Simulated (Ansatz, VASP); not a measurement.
## One calculation of BaTiO3, two programs

```
Ba Ti O
1.0
     4.09613    0.00000    0.00000
     0.00000    4.09613    0.00000
     0.00000    0.00000    4.09613
Ba Ti O
1 1 3
Direct
  0.50011 0.50000 0.50000
  0.00423 0.00000 0.00000
  0.49312 0.00000 0.00000
  0.99662 0.50000 0.00000
  0.99662 0.00000 0.50000
```

Change from the starting cell: mode 1 frozen in at -0.028 Å, equal normal strain along x, y and z +0.0167.

Alike in both runs: task single point; functional PBE; k mesh 8 × 8 × 8; occupations gaussian, width 0.05 eV; no spin polarisation; Hubbard terms Ti d U = 4.0 eV.

|  | VASP | Ansatz |
| --- | --- | --- |
| version | VASP 6.6.1 | Ansatz 0.2.0 |
| potentials or method | VASP PAW PBE potentials, release 64 (Ba_sv, Ti_sv, O), cutoff 520 eV | scalar-relativistic, plane waves, PAW |
| valence electrons in the cell | 40 | 40 |

Ansatz gave:

```
gap on the k mesh at the Fermi level (eV)                     : 2.09
least direct gap on the mesh (eV)                             : 2.31
pressure (GPa)                                                : -7.1
traceless stress, the component that is largest in VASP (GPa) : 0.12
rms of the force components (eV/Å)                            : 0.059
```

**Question.** Which values does VASP return?

**Answer.** gap on the k mesh at the Fermi level (eV): 2.05; least direct gap on the mesh (eV): 2.31; pressure (GPa): -4.2; traceless stress, the component that is largest in VASP (GPa): 0.16; rms of the force components (eV/Å): 0.011.

The programs project onto different local orbitals, so the same U acts differently, and such runs can settle in different states. Atom by atom the forces differ by 0.049 eV/Å (rms over components).

Neither program's run includes spin-orbit coupling.
